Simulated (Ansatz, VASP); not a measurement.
# Yb in VASP and in Ansatz

```
Yb
1.0
     0.00000    2.47564    2.67443
     2.47564    0.00000    2.67443
     2.47564    2.47564    0.00000
Yb
1
Direct
  0.00000 0.00000 0.00000
```

Alike in both runs: task single point; functional PBE; k mesh 16 × 16 × 16; occupations gaussian, width 0.15 eV; no spin polarisation.

```csv
,VASP,Ansatz
version,VASP 6.6.1,Ansatz 0.2.0
potentials or method,"VASP PAW PBE potentials, release 64 (Yb), cutoff 520 eV","scalar-relativistic, plane waves, PAW"
valence electrons in the cell,24,24
```

Ansatz gave:

| Item | Value |
| --- | --- |
| gap on the k mesh at the Fermi level (eV) | none |
| pressure (GPa) | 1.8 |
| traceless stress, the component that is largest in VASP (GPa) | -0.64 |

Problem. Which values does VASP return?

Solution. gap on the k mesh at the Fermi level (eV): none; pressure (GPa): 1.9; traceless stress, the component that is largest in VASP (GPa): -0.63.

A gap of «none» marks a metal or a gap that the smearing closes. With one functional, cell and mesh, what is left measures potentials, basis and numerics.

Spin-orbit coupling is off throughout.
